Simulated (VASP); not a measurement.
Input of a VASP 6.6.1 run:

Contents of INCAR:

```
SYSTEM = Si
  PREC = Accurate
  ENCUT = 520
  EDIFF = 1E-6
  ISMEAR = -1
  SIGMA = 0.05
  LREAL = Auto
  LASPH = .True.
  NELM = 60
  ALGO = Normal
  ISIF = 2
  LWAVE = .False.
  LCHARG = .False.
  GGA = PE
  NBANDS = 48
```

The input KPOINTS:

```
Automatic mesh
0
Gamma
  2 2 2
  0 0 0
```

File POSCAR:

```
Si
1.0
    0.0000000000      5.4300000000      5.4300000000
    5.4300000000      0.0000000000      5.4300000000
    5.4300000000      5.4300000000      0.0000000000
Si
17
Direct
   -0.0014337937      0.0004109576      0.0005470534
    0.1281309392      0.1215471455      0.1221720074
    0.0025693370     -0.0073825967      0.5024945672
    0.1282005525      0.1216620626      0.6282167587
    0.0022206262      0.5018990792     -0.0061429098
    0.1281000000      0.6280926335      0.1220869245
    0.0024466851      0.5020796501      0.5023794659
    0.1257755064      0.6242009208      0.6253740331
    0.5004633517      0.0003447514      0.0004454880
    0.6248810313      0.1251060773      0.1249523020
    0.5005334254      0.0003840700      0.4986380295
    0.6222818600      0.1214724678      0.6281214549
    0.5004255985      0.4987911602      0.0004119705
    0.6220154696      0.6280640884      0.1218307551
    0.4942780847      0.5017858195      0.5020333333
    0.6221880295      0.6280758748      0.6280990792
    0.8757182320      0.3742622468      0.3753443831
```

Potentials or basis: VASP PAW PBE potentials, release 64 (Si).

Launch:

```sh
$ cat potpaw_PBE.64/Si/POTCAR > POTCAR
$ mpirun -np 1 vasp_std > vasp.out
```

Estimate the pressure.

5.3 GPa.

Predict the band gap on the k mesh.

zero (band 34 reaches 6.92 eV, above the bottom of band 35 at 6.67 eV).

Predict the largest force.

0.024 eV/Å.

Forces in eV/Å, atoms in the order of the input:
```
Si   0.012 -0.011 -0.013
Si   0.015 -0.001  0.003
Si   0.004 -0.002  0.005
Si   0.001 -0.014  0.001
Si  -0.008 -0.005  0.007
Si  -0.002  0.000 -0.017
Si  -0.001  0.003 -0.001
Si   0.000 -0.001  0.000
Si   0.013  0.012  0.013
Si  -0.001  0.003  0.000
Si  -0.013 -0.012  0.013
Si   0.003 -0.002  0.017
Si  -0.014  0.013 -0.014
Si   0.000  0.024 -0.001
Si   0.009 -0.009 -0.010
Si  -0.019 -0.001 -0.003
Si   0.000  0.001  0.000
```

Caveat: the k points lie up to 0.50 Å⁻¹ apart.
